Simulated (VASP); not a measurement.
**CdF2: single point with PBE**

The system is CdF2.

```
Cd F
1.0
     0.00000    2.69418    2.69418
     2.77366    0.00000    2.69418
     2.77366    2.69418    0.00000
Cd F
1 2
Direct
  0.00000 0.00000 0.00000
  0.25000 0.25000 0.25000
  0.75000 0.75000 0.75000
```

This cell differs from its parent crystal: uniaxial x strain +3.0%.

```
Program             : VASP 6.6.1
Task                : single point
Functional          : PBE
Potentials or basis : VASP PAW PBE potentials, release 64 (Cd, F)
Cutoff              : 520 eV
k mesh              : 8 × 8 × 8
Occupations         : fermi-dirac, width 0.02 eV
Spin                : no spin polarisation
```

The pressure is 2.8 GPa and the band gap on the k mesh is 2.93 eV, indirect (least direct gap 3.44 eV).

Stress tensor (GPa, compression positive):
```
0.78 0.00 0.00
0.00 3.83 0.00
0.00 0.00 3.83
```

Levels at points of the mesh, in eV from the valence-band top:
```csv
k point,band 9,band 10,band 11,band 12,band 13,band 14,band 15,band 16,band 17,band 18
"(0.00, 0.00, 0.00)",-0.84,-0.84,-0.59,-0.59,-0.51,2.93,12.51,12.51,12.59,17.35
"(0.50, 0.00, 0.00)",-2.17,-1.79,-1.72,-0.45,-0.44,6.92,9.02,14.12,14.32,17.80
"(0.50, 0.50, 0.00)",-2.89,-2.81,-0.41,-0.17,-0.07,7.71,9.43,11.83,13.77,14.12
"(0.00, 0.50, 0.50)",-2.80,-2.80,-0.57,-0.08,-0.08,7.75,9.52,11.85,14.08,14.08
```

Run time: 25 s on 1 thread of Intel(R) Xeon(R) 6975P-C (Granite Rapids), with other jobs on the host, peak memory 0.18 GiB.

Caveat: the cell differs from its parent crystal (uniaxial x strain +3.0%). A k mesh can miss the band edges.
